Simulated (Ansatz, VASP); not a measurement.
BaTiO3 in VASP and in Ansatz

```
CELL_PARAMETERS angstrom
3.99980 0.00000 0.00000
0.00000 3.99980 0.00000
0.00000 0.00000 4.01800
ATOMIC_POSITIONS crystal
Ba 0.00000 0.00000 0.00000
Ti 0.50000 0.50000 0.49000
O 0.50000 0.50000 0.01900
O 0.50000 0.00000 0.51700
O 0.00000 0.50000 0.51700
```

Alike in both runs: task single point; functional PBEsol; k mesh 5 × 5 × 5; occupations gaussian, width 0.02 eV; no spin polarisation.

```csv
,VASP,Ansatz
version,VASP 6.6.1,Ansatz 0.2.0
potentials or method,"VASP PAW PBE potentials, release 64 (Ba_sv, Ti_sv, O)","plane waves, PAW"
plane-wave cutoff (eV),520,420
valence electrons in the cell,40,40
```

|  | VASP | Ansatz | Ansatz less VASP |
| --- | --- | --- | --- |
| gap on the k mesh at the Fermi level (eV) | 1.89 | 1.95 | +0.064 |

VASP's potentials were made for PBE, not for PBEsol. With one functional, cell and mesh, what is left measures potentials, basis and numerics.

Spin-orbit coupling is off throughout.
